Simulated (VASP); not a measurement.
BN:

```
B N
1.0
     0.00000    1.80483    1.80483
     1.80483    0.00000    1.80483
     1.80483    1.80483    0.00000
B N
1 1
Direct
  0.00000 0.00000 0.00000
  0.25000 0.25000 0.25000
```

Base run:

| Quantity | Value |
| --- | --- |
| Program | VASP 6.6.1 |
| Functional | PBEsol |
| Potentials or basis | VASP PAW PBE potentials, release 64 (B, N) |
| Cutoff | 520 eV |
| k mesh | 8 × 8 × 8 |
| Occupations | gaussian, width 0.01 eV |
| Spin | no spin polarisation |

Its results: band gap on the k mesh 4.28 eV (least direct gap 8.78 eV); pressure -0.6 GPa.

Task: After a change of settings the same cell gave: band gap on the k mesh 7.43 eV (least direct gap 12.39 eV); pressure -7.3 GPa. Which change was it?
A. functional from PBEsol to r2SCAN; occupations from gaussian, width 0.01 eV to methfessel-paxton, width 0.2 eV
B. functional from PBEsol to PBE-based global hybrid with 35 % exact exchange; k mesh from 8 × 8 × 8 to 6 × 6 × 6
C. functional from PBEsol to r2SCAN
D. functional from PBEsol to PBE-based screened hybrid with 10 % exact exchange; k mesh from 8 × 8 × 8 to 6 × 6 × 6

Result: B.

Caveats: some runs use coarse meshes; the PAW data sets were made with another functional, which shifts forces and pressure a little.
